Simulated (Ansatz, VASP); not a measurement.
**Two plane-wave programs on CdS**

The input INCAR:

```
  ALGO = Normal
  EDIFF = 1E-6
  EDIFFG = -0.02
  ENCUT = 520
  GGA = PE
  IBRION = 2
  ISIF = 2
  ISMEAR = -1
  LASPH = True
  LCHARG = False
  LREAL = False
  LWAVE = False
  NELM = 100
  NSW = 80
  PREC = Accurate
  SIGMA = 0.02
```

KPOINTS

```
k-points
0
Gamma
  13 13 13
```

POSCAR

```
CdS
1.0
    0.0000000000      2.9548794012      2.9548794012
    2.9548794012      0.0000000000      2.9548794012
    2.9548794012      2.9548794012      0.0000000000
Cd S
1 1
Direct
    0.0000000000      0.0000000000      0.0000000000
    0.2500000000      0.2500000000      0.2500000000
```

Input for Ansatz:

```yaml
crystal:
  lattice:
    - [0.0, 2.9548794012, 2.9548794012]
    - [2.9548794012, 0.0, 2.9548794012]
    - [2.9548794012, 2.9548794012, 0.0]
  atoms:
    - { symbol: Cd, position: [0.0, 0.0, 0.0] }
    - { symbol: S, position: [0.25, 0.25, 0.25] }
kpoints:
  mp_grid: { grid: [13, 13, 13] }
scf:
  occupations: { method: fermi_dirac, width: 0.02 }
hamiltonian:
  xc: pbe
  pseudopotentials: { kind: paw }
output:
  forces: true
  stress: true
  populations: true
  efg: { quadrupole_moments_barn: { S: -0.0694 }, contact_densities: true }
relax:
  f_tol: 0.02
  max_steps: 60
```

Change from the starting cell: volume scaled by 1.04, ions relaxed.

Alike in both runs: task relaxation of the atoms; functional PBE; k mesh 13 × 13 × 13; occupations fermi-dirac, width 0.02 eV; no spin polarisation.

```csv
,VASP,Ansatz
version,VASP 6.6.1,Ansatz 0.2.0
potentials or method,"VASP PAW PBE potentials, release 64 (Cd, S)","plane-wave PAW, scalar-relativistic"
plane-wave cutoff (eV),520,420
valence electrons in the cell,18,26
```

|  | VASP | Ansatz | Ansatz less VASP |
| --- | --- | --- | --- |
| gap on the k mesh at the Fermi level, each at its own relaxed structure (eV) | 1.06 | 1.06 | -0.002 |

VASP's potentials hold 18 valence electrons a cell and Ansatz's 26, so a difference there can come from the potentials and not from the codes. Ansatz's warnings: stress scf threshold loose.

Noted on VASP's run: the relaxation stopped at its first step, so nothing moved.
